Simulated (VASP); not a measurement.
# CdS (P6_3mc) in VASP: further runs

Aim: see how the results for CdS move with the level of theory and the settings. Levels: PBE, r2SCAN. Tasks: single point.

Program: VASP 6.6.1. These are calculated values, not measurements. Logs are shortened: lines on timing, memory, paths and dates and some standing lists are left out, and cuts for length are marked.

## (1) The cell of the first run

The structure is hexagonal, space group P6_3mc (No. 186). The conventional cell has a = 4.165 Å, b = 4.165 Å, c = 6.766 Å, α = 90.00°, β = 90.00°, γ = 120.00°. Cd (site symmetry 3m) has 4 S at 2.54 to 2.55 Å within 3.4 Å. Within 3.4 Å of S (site symmetry 3m) lie 4 Cd at 2.54 to 2.55 Å.

## (2) Single point, PBE

INCAR

```
ALGO = Normal
EDIFF = 1E-6
ENCUT = 520
GGA = PE
ISIF = 2
ISMEAR = -1
LASPH = T
LCHARG = F
LREAL = F
LWAVE = F
NBANDS = 26
NELM = 60
PREC = Accurate
SIGMA = 0.02
```

KPOINTS

```
k-points
0
Gamma
  12 12 4
```

POSCAR

```
CdS
1.0
    4.1646012681      0.0000000000      0.0000000000
   -2.0823006341      3.6066504948      0.0000000000
    0.0000000000      0.0000000000      6.7660105206
Cd S
2 2
Direct
    0.3333333333      0.6666666667     -0.0009631153
    0.6666666667      0.3333333333      0.4990368847
    0.3333333333      0.6666666667      0.3759631153
    0.6666666667      0.3333333333      0.8759631153
```

Potentials or basis: VASP PAW PBE potentials, release 64 (Cd, S).

Run with:

```console
> cat potpaw_PBE.64/Cd/POTCAR potpaw_PBE.64/S/POTCAR > POTCAR
> mpirun -np 1 vasp_std > vasp.out
```

OUTCAR:

```text
EDIFF = 1E-6
   ENCUT = 520
   GGA = PE
   ISIF = 2
   ISMEAR = -1
   LASPH = T
   LREAL = F
   NELM = 60
   PREC = Accurate

 ion  position               nearest neighbor table
   1  0.333  0.667  0.999-   4 2.54   4 2.54   4 2.54   3 2.55
   2  0.667  0.333  0.499-   3 2.54   3 2.54   3 2.54   4 2.55
   3  0.333  0.667  0.376-   2 2.54   2 2.54   2 2.54   1 2.55
   4  0.667  0.333  0.876-   1 2.54   1 2.54   1 2.54   2 2.55

  LATTYP: Found a hexagonal cell.
 ALAT       =     4.1646012681
 C/A-ratio  =     1.6246478558

  Lattice vectors:

 A1 = (   4.1646012681,   0.0000000000,   0.0000000000)
 A2 = (  -2.0823006341,   3.6066504948,   0.0000000000)
 A3 = (   0.0000000000,   0.0000000000,   6.7660105206)

Analysis of symmetry for initial positions (statically):
=====================================================================
 Subroutine PRICEL returns:
 Original cell was already a primitive cell.

 Routine SETGRP: Setting up the symmetry group for a
 hexagonal supercell.

 Subroutine GETGRP returns: Found 12 space group operations
 (whereof  6 operations were pure point group operations)
 out of a pool of 24 trial point group operations.

The static configuration has the point symmetry C_3v.
 The point group associated with its full space group is C_6v.

Analysis of symmetry for dynamics (positions and initial velocities):
=====================================================================
 Subroutine PRICEL returns:
 Original cell was already a primitive cell.

 Routine SETGRP: Setting up the symmetry group for a
 hexagonal supercell.

 Subroutine GETGRP returns: Found 12 space group operations
 (whereof  6 operations were pure point group operations)
 out of a pool of 24 trial point group operations.

The dynamic configuration has the point symmetry C_3v.
 The point group associated with its full space group is C_6v.

 Subroutine INISYM returns: Found 12 space group operations
 (whereof  6 operations are pure point group operations),
 and found     1 'primitive' translations

----------------------------------------------------------------------------------------

                                     Primitive cell

  volume of cell :     101.6272

  direct lattice vectors                    reciprocal lattice vectors
     4.164601268  0.000000000  0.000000000     0.240119026  0.138632784  0.000000000
    -2.082300634  3.606650495  0.000000000     0.000000000  0.277265569  0.000000000
     0.000000000  0.000000000  6.766010521     0.000000000  0.000000000  0.147797583
[... 82 lines left out ...]
   ISPIN  =      1    spin polarized calculation?
   LNONCOLLINEAR =      F non collinear calculations
   LSORBIT =      F    spin-orbit coupling
   LASPH  =      T    aspherical Exc in radial PAW
   ENCUT  =  520.0 eV  38.22 Ry    6.18 a.u.   7.74  7.74 12.58*2*pi/ulx,y,z
   NELM   =     60;   NELMIN=  2; NELMDL= -5     # of ELM steps
   EDIFF  = 0.1E-05   stopping-criterion for ELM
   LREAL  =      F    real-space projection
[... 7 lines left out ...]
   TEBEG  =    0.0;   TEEND  =   0.0 temperature during run
   PSTRESS=    0.0 pullay stress
   NELECT =      36.0000    total number of electrons
   NUPDOWN=      -1.0000    fix difference up-down
   EMIN   =  10.00;   EMAX   =-10.00  energy-range for DOS
   EFERMI =   0.00;   METHOD = LEGACY
   ISMEAR =    -1;   SIGMA  =   0.02  broadening in eV -4-tet -1-fermi 0-gaus
   EFERMI_NEDOS =   21; number of points for ismear=-14 and -15
   IALGO  =     38    algorithm
   IMIX   =      4    mixing-type and parameters
     AMIX     =   0.40;   BMIX     =  1.00
     AMIX_MAG =   1.60;   BMIX_MAG =  1.00
  volume/ion in A,a.u.               =      25.41       171.45
  Fermi-wavevector in a.u.,A,eV,Ry     =   1.158348  2.188960 18.255881  1.341769
  Thomas-Fermi vector in A             =   2.294951
   LORBIT       =      0    0 simple, 1 ext, 2 COOP (PROOUT), +10 PAW based schemes
   GGA     = PE    functional components
   LHFCALC =     F    Hartree Fock is set to
   AEXX    =    0.0000 exact exchange contribution
   IVDW    =     0    specifies the selected vdW correction
   LEPSILON=     F    determine dielectric tensor
   LRPA    =     F    only Hartree local field effects (RPA)
 non-spin polarized calculation
  energy-cutoff  :      520.00
  volume of cell :      101.63
 maximum number of plane-waves:      2786
 NGX is ok and might be reduce to    32
   NGX = 15   NGY = 15   NGZ = 25

 number of electron      35.9999998 magnetization

 Free energy of the ion-electron system (eV)
  ---------------------------------------------------
  ext. energy  EPLUGINS =         0.00000000
  ---------------------------------------------------
  free energy    TOTEN  =       -12.28375722 eV

  energy without entropy =      -12.28375722  energy(sigma->0) =      -12.28375722

 E-fermi :   1.4982     XC(G=0):  -9.0325

 val. band max:        1.1089540772   @ k =   0.0000   0.0000   0.0000
 cond. band min:       2.2838362344   @ k =   0.0000   0.0000   0.0000
 fundamental gap:      1.1748821572
 Fermi energy:         1.4982079165

 k-point     1 :       0.0000    0.0000    0.0000
  band No.  band energies     occupation
      1     -11.1187      2.00000
      2     -10.7080      2.00000
      3      -6.5128      2.00000
      4      -6.5078      2.00000
      5      -6.5078      2.00000
      6      -6.4284      2.00000
[... 685 lines left out ...]
     25       8.9812      0.00000
     26      10.1464      0.00000

 [... further k-points ...]

------------------------ aborting loop because EDIFF is reached ----------------------------------------

  FORCE on cell =-STRESS in cart. coord.  units (eV):
  Direction    XX          YY          ZZ          XY          YZ          ZX
  --------------------------------------------------------------------------------------
  -------------------------------------------------------------------------------------
  Total        1.0602268      1.0602268      1.1112642     -0.0000000      0.0000000      0.0000000
  in kB       16.7147238     16.7147238     17.5193408     -0.0000000      0.0000000      0.0000000
  external PRESSURE =      16.9829295 kB  Pullay stress =       0.0000000 kB

 VOLUME and BASIS-vectors are now :
 -----------------------------------------------------------------------------
  energy-cutoff  :      520.00
  volume of cell :      101.63
      direct lattice vectors                 reciprocal lattice vectors
     4.164601268  0.000000000  0.000000000     0.240119026  0.138632784  0.000000000
    -2.082300634  3.606650495  0.000000000     0.000000000  0.277265569  0.000000000
     0.000000000  0.000000000  6.766010521     0.000000000  0.000000000  0.147797583

 POSITION                                       TOTAL-FORCE (eV/Angst)
 -----------------------------------------------------------------------------------
     -0.00000      2.40443      6.75949        -0.000000      0.000000      0.000977
      2.08230      1.20222      3.37649         0.000000     -0.000000      0.000977
     -0.00000      2.40443      2.54377        -0.000000      0.000000     -0.000977
      2.08230      1.20222      5.92678         0.000000     -0.000000     -0.000977
 -----------------------------------------------------------------------------------
    total drift:                               -0.000000     -0.000000     -0.001025

  FREE ENERGIE OF THE ION-ELECTRON SYSTEM (eV)
  ---------------------------------------------------
  free  energy   TOTEN  =       -12.2837572249 eV

  energy  without entropy=      -12.2837572249  energy(sigma->0) =      -12.28375722
```

OSZICAR:

```text
N       E                     dE             d eps       ncg     rms          rms(c)
DAV:   1     0.246144338823E+03    0.24614E+03   -0.17520E+04  2964   0.127E+03
DAV:   2     0.319065660945E+00   -0.24583E+03   -0.23703E+03  3262   0.317E+02
DAV:   3    -0.132316810220E+02   -0.13551E+02   -0.13467E+02  3530   0.743E+01
DAV:   4    -0.133731288686E+02   -0.14145E+00   -0.14133E+00  3372   0.732E+00
DAV:   5    -0.133753065130E+02   -0.21776E-02   -0.21775E-02  3548   0.907E-01    0.109E+01
DAV:   6    -0.123060297590E+02    0.10693E+01   -0.19166E+00  3890   0.141E+01    0.867E+00
DAV:   7    -0.122871130819E+02    0.18917E-01   -0.70651E-01  3094   0.447E+00    0.397E+00
DAV:   8    -0.122846744240E+02    0.24387E-02   -0.82628E-02  3206   0.283E+00    0.520E-01
DAV:   9    -0.122833712586E+02    0.13032E-02   -0.14077E-02  3274   0.146E+00    0.149E-01
DAV:  10    -0.122836011714E+02   -0.22991E-03   -0.12102E-03  3164   0.342E-01    0.117E-01
DAV:  11    -0.122837575771E+02   -0.15641E-03   -0.28032E-04  3308   0.116E-01    0.837E-02
DAV:  12    -0.122837543479E+02    0.32292E-05   -0.14246E-04  3122   0.882E-02    0.153E-02
DAV:  13    -0.122837564095E+02   -0.20617E-05   -0.17691E-05  3476   0.271E-02    0.747E-03
DAV:  14    -0.122837572249E+02   -0.81534E-06   -0.24419E-06  2592   0.137E-02
   1 F= -.12283757E+02 E0= -.12283757E+02  d E =-.145834E-10
```

Wall time 45 s (1 thread of Intel Xeon 6975P-C (Granite Rapids), shared host); peak memory 0.29 GiB.

Results:

| Quantity | Value |
| --- | --- |
| Free energy | -12.2838 eV |
| Pressure | 1.7 GPa |
| Band gap on the k mesh | 1.17 eV |

Levels at points of the mesh, in eV from the valence-band top:
| k point | band 14 | band 15 | band 16 | band 17 | band 18 | band 19 | band 20 | band 21 | band 22 | band 23 |
| --- | --- | --- | --- | --- | --- | --- | --- | --- | --- | --- |
| (0.00, 0.00, 0.00) | -0.73 | -0.73 | -0.04 | 0.00 | 0.00 | 1.17 | 2.76 | 6.48 | 6.48 | 6.80 |
| (0.50, 0.00, 0.00) | -3.44 | -2.55 | -1.81 | -1.24 | -0.73 | 3.68 | 3.88 | 5.12 | 6.35 | 7.04 |
| (0.00, 0.00, 0.50) | -2.41 | -0.38 | -0.38 | -0.38 | -0.38 | 2.81 | 2.81 | 6.17 | 6.17 | 6.83 |
| (0.50, 0.00, 0.50) | -4.03 | -1.30 | -1.30 | -1.27 | -1.27 | 3.48 | 3.48 | 5.37 | 5.37 | 7.87 |

A k mesh can miss the band edges.

## (3) Single point, PBE (epitaxial xy strain +1.5%)

INCAR

```
SYSTEM = CdS
ALGO = Normal ; EDIFF = 1E-6
ENCUT = 520 ; GGA = PE
ISIF = 2 ; ISMEAR = -1
LASPH = .True. ; LCHARG = .False.
LREAL = .False. ; LWAVE = .False.
NBANDS = 26 ; NELM = 100
PREC = Accurate ; SIGMA = 0.02
```

KPOINTS

```
k-points
0
Gamma
  12 12 4
  0 0 0
```

POSCAR

```
CdS
1.0
    4.2270702871      0.0000000000      0.0000000000
   -2.1135351436      3.6607502522      0.0000000000
    0.0000000000      0.0000000000      6.6695129162
Cd S
2 2
Direct
    0.3333333333      0.6666666667     -0.0044062320
    0.6666666667      0.3333333333      0.4955937680
    0.3333333333      0.6666666667      0.3794062320
    0.6666666667      0.3333333333      0.8794062320
```

Potentials or basis: VASP PAW PBE potentials, release 64 (Cd, S).

Run with:

```console
> cat potpaw_PBE.64/Cd/POTCAR potpaw_PBE.64/S/POTCAR > POTCAR
> mpirun -np 1 vasp_std > vasp.out
```

It took 44 s on 1 thread of Intel Xeon 6975P-C (Granite Rapids), shared host; peak memory 0.29 GiB.

Results (log left out):

```yaml
Free_energy: -12.2868 eV
Pressure: 0.8 GPa
Band_gap_on_the_k_mesh: 1.13 eV
```

Stress tensor (GPa, compression positive):
```
0.30 0.00 0.00
0.00 0.30 0.00
0.00 0.00 1.69
```

Levels at points of the mesh, in eV from the valence-band top:
```csv
k point,band 15,band 16,band 17,band 18,band 19,band 20,band 21,band 22
"(0.00, 0.00, 0.00)",-0.79,-0.05,-0.05,0.00,1.13,2.52,6.34,6.34
"(0.50, 0.00, 0.00)",-2.46,-1.84,-1.17,-0.76,3.66,3.72,5.24,6.42
"(0.00, 0.00, 0.50)",-0.43,-0.43,-0.43,-0.43,2.71,2.71,6.21,6.21
"(0.50, 0.00, 0.50)",-1.33,-1.33,-1.15,-1.15,3.51,3.51,5.33,5.33
```

Caveat: the cell differs from its parent crystal (epitaxial xy strain +1.5%). A k mesh can miss the band edges.

## (4) Single point, r2SCAN (strain -1.5%)

POSCAR

```
CdS
1.0
    4.1021322491      0.0000000000      0.0000000000
   -2.0510661245      3.5525507374      0.0000000000
    0.0000000000      0.0000000000      6.6645203628
Cd S
2 2
Direct
    0.3333333333      0.6666666667     -0.0009631153
    0.6666666667      0.3333333333      0.4990368847
    0.3333333333      0.6666666667      0.3759631153
    0.6666666667      0.3333333333      0.8759631153
```

INCAR.step1

```
  ALGO = Normal
  EDIFF = 1E-4
  ENCUT = 520
  GGA = PE
  ISMEAR = 0
  LASPH = True
  LCHARG = False
  LREAL = False
  LWAVE = True
  NBANDS = 26
  NELM = 100
  PREC = Accurate
  SIGMA = 0.01
```

INCAR.step2

```
  ALGO = Normal
  EDIFF = 1E-6
  ENCUT = 520
  ISIF = 2
  ISMEAR = 0
  ISTART = 1
  LASPH = True
  LCHARG = False
  LMIXTAU = True
  LREAL = False
  LWAVE = False
  METAGGA = R2SCAN
  NBANDS = 26
  NELM = 100
  PREC = Accurate
  SIGMA = 0.01
```

KPOINTS

```
k-points
0
Gamma
  12 12 4
```

Potentials or basis: VASP PAW PBE potentials, release 64 (Cd, S).

Run with:

```console
> cat potpaw_PBE.64/Cd/POTCAR potpaw_PBE.64/S/POTCAR > POTCAR
> cp INCAR.step1 INCAR
> mpirun -np 1 vasp_std > vasp.out
> cp INCAR.step2 INCAR
> mpirun -np 1 vasp_std > vasp.out
```

OUTCAR:

```text
EDIFF = 1E-6
   ENCUT = 520
   ISIF = 2
   ISMEAR = 0
   ISTART = 1
   LASPH = True
   LREAL = False
   METAGGA = R2SCAN
   NELM = 100
   PREC = Accurate

 ion  position               nearest neighbor table
   1  0.333  0.667  0.999-   4 2.51   4 2.51   4 2.51   3 2.51
   2  0.667  0.333  0.499-   3 2.51   3 2.51   3 2.51   4 2.51
   3  0.333  0.667  0.376-   2 2.51   2 2.51   2 2.51   1 2.51
   4  0.667  0.333  0.876-   1 2.51   1 2.51   1 2.51   2 2.51

  LATTYP: Found a hexagonal cell.
 ALAT       =     4.1021322491
 C/A-ratio  =     1.6246478558

  Lattice vectors:

 A1 = (   4.1021322491,   0.0000000000,   0.0000000000)
 A2 = (  -2.0510661245,   3.5525507374,   0.0000000000)
 A3 = (   0.0000000000,   0.0000000000,   6.6645203628)

Analysis of symmetry for initial positions (statically):
=====================================================================
 Subroutine PRICEL returns:
 Original cell was already a primitive cell.

 Routine SETGRP: Setting up the symmetry group for a
 hexagonal supercell.

 Subroutine GETGRP returns: Found 12 space group operations
[... 170 lines left out ...]
  energy without entropy =      -59.33200317  energy(sigma->0) =      -59.33200317

 E-fermi :   1.2936     XC(G=0):  -9.8344

 val. band max:        1.2348928187   @ k =   0.0000   0.0000   0.0000
 cond. band min:       2.9744151063   @ k =   0.0000   0.0000   0.0000
 fundamental gap:      1.7395222876
 Fermi energy:         1.2936255068

 k-point     1 :       0.0000    0.0000    0.0000
  band No.  band energies     occupation
      1     -11.7827      2.00000
      2     -11.3256      2.00000
      3      -6.7885      2.00000
      4      -6.7832      2.00000
      5      -6.7832      2.00000
      6      -6.6857      2.00000
[... 685 lines left out ...]
     25       9.7096      0.00000
     26      11.0033      0.00000

 [... further k-points ...]

------------------------ aborting loop because EDIFF is reached ----------------------------------------

  FORCE on cell =-STRESS in cart. coord.  units (eV):
  Direction    XX          YY          ZZ          XY          YZ          ZX
  --------------------------------------------------------------------------------------
  -------------------------------------------------------------------------------------
  Total        2.0484607      2.0484607      2.0661362      0.0000000     -0.0000000      0.0000000
  in kB       33.7924257     33.7924257     34.0840101      0.0000000     -0.0000000      0.0000000
  external PRESSURE =      33.8896205 kB  Pullay stress =       0.0000000 kB

 VOLUME and BASIS-vectors are now :
 -----------------------------------------------------------------------------
  energy-cutoff  :      520.00
  volume of cell :       97.12
      direct lattice vectors                 reciprocal lattice vectors
     4.102132249  0.000000000  0.000000000     0.243775661  0.140743943  0.000000000
    -2.051066125  3.552550737  0.000000000     0.000000000  0.281487887  0.000000000
     0.000000000  0.000000000  6.664520363     0.000000000  0.000000000  0.150048307

 POSITION                                       TOTAL-FORCE (eV/Angst)
 -----------------------------------------------------------------------------------
     -0.00000      2.36837      6.65810         0.000000      0.000000      0.001916
      2.05107      1.18418      3.32584        -0.000000      0.000000      0.001916
     -0.00000      2.36837      2.50561         0.000000      0.000000     -0.001916
      2.05107      1.18418      5.83787        -0.000000     -0.000000     -0.001916
 -----------------------------------------------------------------------------------
    total drift:                               -0.000000      0.000000     -0.003572

  FREE ENERGIE OF THE ION-ELECTRON SYSTEM (eV)
  ---------------------------------------------------
  free  energy   TOTEN  =       -59.3320031740 eV

  energy  without entropy=      -59.3320031740  energy(sigma->0) =      -59.33200317
```

OUTCAR.step1:

```text
EDIFF = 1E-4
   ENCUT = 520
   GGA = PE
   ISMEAR = 0
[... 928 lines left out ...]
     -0.00000      2.36837      6.65810         0.000000     -0.000000      0.003922
      2.05107      1.18418      3.32584         0.000000      0.000000      0.003922
     -0.00000      2.36837      2.50561        -0.000000      0.000000     -0.003922
      2.05107      1.18418      5.83787         0.000000      0.000000     -0.003922
 -----------------------------------------------------------------------------------
    total drift:                               -0.000000      0.000000     -0.000020

  FREE ENERGIE OF THE ION-ELECTRON SYSTEM (eV)
  ---------------------------------------------------
  free  energy   TOTEN  =       -12.1939029476 eV

  energy  without entropy=      -12.1939029476  energy(sigma->0) =      -12.19390295
```

It took 2.9 min on 1 thread of Intel Xeon 6975P-C (Granite Rapids), shared host; peak memory 0.3 GiB.

Results:

| Item | Value |
| --- | --- |
| Free energy | -59.3320 eV |
| Pressure | 3.4 GPa |
| Band gap on the k mesh | 1.74 eV |

Levels at points of the mesh, in eV from the valence-band top:
```
           k point  band 15  band 16  band 17  band 18  band 19  band 20  band 21  band 22
(0.00, 0.00, 0.00)    -0.81    -0.05     0.00     0.00     1.74     3.28     6.98     6.98
(0.50, 0.00, 0.00)    -2.81    -2.01    -1.38    -0.81     4.25     4.25     5.41     7.02
(0.00, 0.00, 0.50)    -0.42    -0.42    -0.42    -0.42     3.37     3.37     6.68     6.68
(0.50, 0.00, 0.50)    -1.45    -1.45    -1.41    -1.41     3.90     3.90     5.82     5.82
```

Caveat: the cell differs from its parent crystal (strain -1.5%); the cell stands under pressure; the PAW data sets were made with another functional, which shifts forces and pressure a little. A k mesh can miss the band edges.

[end of part 1 of 2]
